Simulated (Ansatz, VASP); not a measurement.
**One calculation of SiW2, two programs**

INCAR

```
ALGO = Normal
EDIFF = 1E-6
ENCUT = 520
GGA = PE
ISIF = 2
ISMEAR = 0
LASPH = T
LCHARG = F
LREAL = F
LWAVE = F
NBANDS = 41
NELM = 60
PREC = Accurate
SIGMA = 0.1
```

File KPOINTS:

```
k-points
0
Gamma
  6 6 4
```

POSCAR

```
SiW2
1.0
    3.4372380600      0.0000000000      0.0000000000
    0.0000000000      3.4372380600      0.0000000000
    0.0000000000      0.0000000000      7.0542330000
Si W
2 4
Direct
    0.0000000000      0.5000000000      0.7260538900
    0.5000000000      0.0000000000      0.2739461100
    0.0000000000      0.0000000000      0.0000000000
    0.5000000000      0.5000000000      0.0000000000
    0.0000000000      0.5000000000      0.3686291600
    0.5000000000      0.0000000000      0.6313708400
```

Input for Ansatz:

```yaml
crystal:
  lattice:
    - [3.43723806, 0.0, 0.0]
    - [0.0, 3.43723806, 0.0]
    - [0.0, 0.0, 7.054233]
  atoms:
    - { symbol: Si, position: [0.0, 0.5, 0.72605389] }
    - { symbol: Si, position: [0.5, 0.0, 0.27394611] }
    - { symbol: W, position: [0.0, 0.0, 0.0] }
    - { symbol: W, position: [0.5, 0.5, 0.0] }
    - { symbol: W, position: [0.0, 0.5, 0.36862916] }
    - { symbol: W, position: [0.5, 0.0, 0.63137084] }
basis:
  ecutwfc: 420
kpoints:
  mp_grid: { grid: [6, 6, 4] }
hamiltonian:
  xc: pbe
scf:
  occupations: { method: gaussian, width: 0.1 }
  lower_state_search: "off"
output:
  forces: true
  stress: true
  eigenvalues: true
```

Change from the starting cell: species swapped into the GdSe2 type (P4/nmm, No. 129).

Alike in both runs: task single point; functional PBE; k mesh 6 × 6 × 4; occupations gaussian, width 0.1 eV; no spin polarisation.

|  | VASP | Ansatz |
| --- | --- | --- |
| version | VASP 6.6.1 | Ansatz 0.2.0 |
| potentials or method | VASP PAW PBE potentials, release 64 (Si, W_sv), cutoff 520 eV | scalar-relativistic, plane waves, PAW |
| valence electrons in the cell | 64 | 64 |

Ansatz gave:

```
gap on the k mesh at the Fermi level (eV) : none
rms of the force components (eV/Å)        : 0.515
```

Question: Which values does VASP return?

Answer: gap on the k mesh at the Fermi level (eV): none; rms of the force components (eV/Å): 0.513.

Atom by atom the forces differ by 0.002 eV/Å (rms over components). A gap of «none» marks a metal or a gap that the smearing closes.

Spin-orbit coupling is off throughout.
